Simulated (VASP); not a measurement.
# CF2 in VASP: single point with r2SCAN

Aim: the single point of CF2 with r2SCAN.

All numbers are computed with VASP 6.6.1; they aren't measurements. Logs are shortened: lines on timing, memory, paths and dates and some standing lists are left out, and cuts for length are marked.

## Step 1: The cell of the first run

The cell holds a molecule in a box, 3 atoms: a = 15.000 Å, b = 15.500 Å, c = 16.000 Å, α = 90.00°, β = 90.00°, γ = 90.00°.

## Step 2: Single point, r2SCAN

POSCAR

```
CF2
1.0
   15.0000000000      0.0000000000      0.0000000000
    0.0000000000     15.5000000000      0.0000000000
    0.0000000000      0.0000000000     16.0000000000
C F
1 2
Direct
    0.4994412275      0.4993920492      0.4667308810
    0.5689825426      0.5013690879      0.5156019803
    0.4315762298      0.4992388629      0.5176671387
```

INCAR.step1

```
  ALGO = Normal
  EDIFF = 1E-4
  ENCUT = 520
  GGA = PE
  ISMEAR = 0
  ISYM = 0
  LASPH = True
  LCHARG = False
  LREAL = False
  LWAVE = True
  NBANDS = 16
  NELM = 60
  PREC = Accurate
  SIGMA = 0.005
```

INCAR.step2

```
  ALGO = Normal
  EDIFF = 1E-6
  ENCUT = 520
  ISIF = 2
  ISMEAR = 0
  ISTART = 1
  ISYM = 0
  LASPH = True
  LCHARG = False
  LMIXTAU = True
  LREAL = False
  LWAVE = False
  METAGGA = R2SCAN
  NBANDS = 16
  NELM = 60
  PREC = Accurate
  SIGMA = 0.005
```

KPOINTS

```
k-points
0
Gamma
  1 1 1
```

Potentials or basis: VASP PAW PBE potentials, release 64 (C, F).

Started as:

```sh
> cat potpaw_PBE.64/C/POTCAR potpaw_PBE.64/F/POTCAR > POTCAR
> cp INCAR.step1 INCAR
> mpirun -np 1 vasp_gam > vasp.out
> cp INCAR.step2 INCAR
> mpirun -np 1 vasp_gam > vasp.out
```

OUTCAR:

```text
EDIFF = 1E-6
   ENCUT = 520
   ISIF = 2
   ISMEAR = 0
   ISTART = 1
   ISYM = 0
   LASPH = True
   LREAL = False
   METAGGA = R2SCAN
   NELM = 60
   PREC = Accurate

 ion  position               nearest neighbor table
   1  0.499  0.499  0.467-   2 1.30   3 1.30
   2  0.569  0.501  0.516-   1 1.30
   3  0.432  0.499  0.518-   1 1.30

IMPORTANT INFORMATION: All symmetrisations will be switched off!
NOSYMM: (Re-)initialisation of all symmetry stuff for point group C_1.

----------------------------------------------------------------------------------------

                                     Primitive cell

  volume of cell :    3720.0000

  direct lattice vectors                    reciprocal lattice vectors
    15.000000000  0.000000000  0.000000000     0.066666667  0.000000000  0.000000000
     0.000000000 15.500000000  0.000000000     0.000000000  0.064516129  0.000000000
     0.000000000  0.000000000 16.000000000     0.000000000  0.000000000  0.062500000

  length of vectors
    15.000000000 15.500000000 16.000000000     0.066666667  0.064516129  0.062500000

  position of ions in fractional coordinates (direct lattice)
     0.499441228  0.499392049  0.466730881
     0.568982543  0.501369088  0.515601980
     0.431576230  0.499238863  0.517667139

  ion indices of the primitive-cell ions
   primitive index   ion index
                 1           1
                 2           2
                 3           3

----------------------------------------------------------------------------------------

 KPOINTS: k-points

Automatic generation of k-mesh.
 Grid dimensions read from file:
 generate k-points for:    1    1    1

 Generating k-lattice:

  Cartesian coordinates                     Fractional coordinates (reciprocal lattice)
     0.066666667  0.000000000  0.000000000     1.000000000  0.000000000  0.000000000
     0.000000000  0.064516129  0.000000000     0.000000000  1.000000000  0.000000000
     0.000000000  0.000000000  0.062500000     0.000000000  0.000000000  1.000000000

  Length of vectors
     0.066666667  0.064516129  0.062500000

  Shift w.r.t. Gamma in fractional coordinates (k-lattice)
     0.000000000  0.000000000  0.000000000

 Subroutine IBZKPT returns following result:
 ===========================================

 Found      1 irreducible k-points:

 Following reciprocal coordinates:
            Coordinates               Weight
  0.000000  0.000000  0.000000      1.000000
   k-points           NKPTS =      1   k-points in BZ     NKDIM =      1   number of bands    NBANDS=     16
   number of dos      NEDOS =    301   number of ions     NIONS =      3
   total plane-waves  NPLWV = ******
   dimension x,y,z NGX =   112 NGY =  120 NGZ =  120
   dimension x,y,z NGXF=   224 NGYF=  240 NGZF=  240
   ions per type =               1   2
   NGX,Y,Z   is equivalent  to a cutoff of  12.41, 12.87, 12.47 a.u.
   NGXF,Y,Z  is equivalent  to a cutoff of  24.83, 25.74, 24.94 a.u.
 SYSTEM =  unknown system
   PREC   = accura    normal or accurate (medium, high low for compatibility)
   ISTART =      1    job   : 0-new  1-cont  2-samecut
   ICHARG =      0    charge: 1-file 2-atom 10-const
   ISPIN  =      1    spin polarized calculation?
   LNONCOLLINEAR =      F non collinear calculations
   LSORBIT =      F    spin-orbit coupling
   LASPH  =      T    aspherical Exc in radial PAW
   ENCUT  =  520.0 eV  38.22 Ry    6.18 a.u.  27.89 28.82 29.75*2*pi/ulx,y,z
   NELM   =     60;   NELMIN=  2; NELMDL=  0     # of ELM steps
   EDIFF  = 0.1E-05   stopping-criterion for ELM
   LREAL  =      F    real-space projection
   EDIFFG = 0.1E-04   stopping-criterion for IOM
   NSW    =      0    number of steps for IOM
   IBRION =     -1    ionic relax: 0-MD 1-quasi-New 2-CG
   NFREE  =      0    steps in history (QN), initial steepest desc. (CG)
   ISIF   =      2    stress and relaxation
   ISYM   =      0    0-nonsym 1-usesym 2-fastsym
   POTIM  = 0.5000    time-step for ionic-motion
   TEBEG  =    0.0;   TEEND  =   0.0 temperature during run
   PSTRESS=    0.0 pullay stress
   NELECT =      18.0000    total number of electrons
   NUPDOWN=      -1.0000    fix difference up-down
   EMIN   =  10.00;   EMAX   =-10.00  energy-range for DOS
   EFERMI =   0.00;   METHOD = LEGACY
   ISMEAR =     0;   SIGMA  =   0.01  broadening in eV -4-tet -1-fermi 0-gaus
   EFERMI_NEDOS =   21; number of points for ismear=-14 and -15
   IALGO  =     38    algorithm
   IMIX   =      4    mixing-type and parameters
     AMIX     =   0.40;   BMIX     =  1.00
     AMIX_MAG =   1.60;   BMIX_MAG =  1.00
  volume/ion in A,a.u.               =    1240.00      8367.93
  Fermi-wavevector in a.u.,A,eV,Ry     =   0.276897  0.523259  1.043184  0.076672
  Thomas-Fermi vector in A             =   1.122052
   LORBIT       =      0    0 simple, 1 ext, 2 COOP (PROOUT), +10 PAW based schemes
   METAGGA = R2SCAN    functional components
   LHFCALC =     F    Hartree Fock is set to
   AEXX    =    0.0000 exact exchange contribution
   IVDW    =     0    specifies the selected vdW correction
   LEPSILON=     F    determine dielectric tensor
   LRPA    =     F    only Hartree local field effects (RPA)
 non-spin polarized calculation
 Gauss-broadening in eV      SIGMA  =   0.01
  energy-cutoff  :      520.00
  volume of cell :     3720.00
 maximum number of plane-waves:     50071
 NGX is ok and might be reduce to   112
   NGX = 55   NGY = 57   NGZ = 59

 number of electron      18.0000009 magnetization

 Free energy of the ion-electron system (eV)
  ---------------------------------------------------
  ext. energy  EPLUGINS =         0.00000000
  ---------------------------------------------------
  free energy    TOTEN  =       -17.88859063 eV

  energy without entropy =      -17.88859063  energy(sigma->0) =      -17.88859063

 E-fermi :  -7.5487     XC(G=0):  -0.1398

 val. band max:       -7.6141458549   @ k =   0.0000   0.0000   0.0000
 cond. band min:      -3.3589921122   @ k =   0.0000   0.0000   0.0000
 fundamental gap:      4.2551537427
 Fermi energy:        -7.5486979381

 k-point     1 :       0.0000    0.0000    0.0000
  band No.  band energies     occupation
      1     -35.5849      2.00000
      2     -33.5467      2.00000
      3     -18.2488      2.00000
      4     -15.4600      2.00000
      5     -14.2192      2.00000
      6     -13.8934      2.00000
[... 8 lines left out ...]
     15       0.6523      0.00000
     16       0.6766      0.00000

------------------------ aborting loop because EDIFF is reached ----------------------------------------

  FORCE on cell =-STRESS in cart. coord.  units (eV):
  Direction    XX          YY          ZZ          XY          YZ          ZX
  --------------------------------------------------------------------------------------
  -------------------------------------------------------------------------------------
  Total        0.9679211     -0.1065646      0.5150110      0.0182475      0.0118297     -0.0096185
  in kB        0.4168767     -0.0458966      0.2218115      0.0078591      0.0050950     -0.0041426
  external PRESSURE =       0.1975972 kB  Pullay stress =       0.0000000 kB

 VOLUME and BASIS-vectors are now :
 -----------------------------------------------------------------------------
  energy-cutoff  :      520.00
  volume of cell :     3720.00
      direct lattice vectors                 reciprocal lattice vectors
    15.000000000  0.000000000  0.000000000     0.066666667  0.000000000  0.000000000
     0.000000000 15.500000000  0.000000000     0.000000000  0.064516129  0.000000000
     0.000000000  0.000000000 16.000000000     0.000000000  0.000000000  0.062500000

 POSITION                                       TOTAL-FORCE (eV/Angst)
 -----------------------------------------------------------------------------------
      7.49162      7.74058      7.46769        -0.012706     -0.013206     -0.791402
      8.53474      7.77122      8.24963         0.527892      0.005773      0.390760
      6.47364      7.73820      8.28267        -0.515185      0.007433      0.400641
 -----------------------------------------------------------------------------------
    total drift:                                0.000715     -0.002211      0.000118

  FREE ENERGIE OF THE ION-ELECTRON SYSTEM (eV)
  ---------------------------------------------------
  free  energy   TOTEN  =       -17.8885906298 eV

  energy  without entropy=      -17.8885906298  energy(sigma->0) =      -17.88859063
```

It took 29 min on 1 thread of AMD EPYC 7R43 (Zen 3), shared host; peak memory 2.8 GiB.

What came out:

* Free energy: -17.8886 eV
* Largest force: 0.792 eV/Å
* Gap between the frontier levels: 4.26 eV

Forces on the atoms (eV/Å):
```
C   -0.013 -0.013 -0.791
F    0.528  0.006  0.391
F   -0.515  0.007  0.401
```

Levels at points of the mesh, in eV from the valence-band top:
```
           k point  band 7  band 8  band 9  band 10  band 11  band 12
(0.00, 0.00, 0.00)   -4.55   -3.68    0.00     4.26     7.64     8.16
```

Caveat: the PAW data sets were made with another functional, which shifts forces and pressure a little.
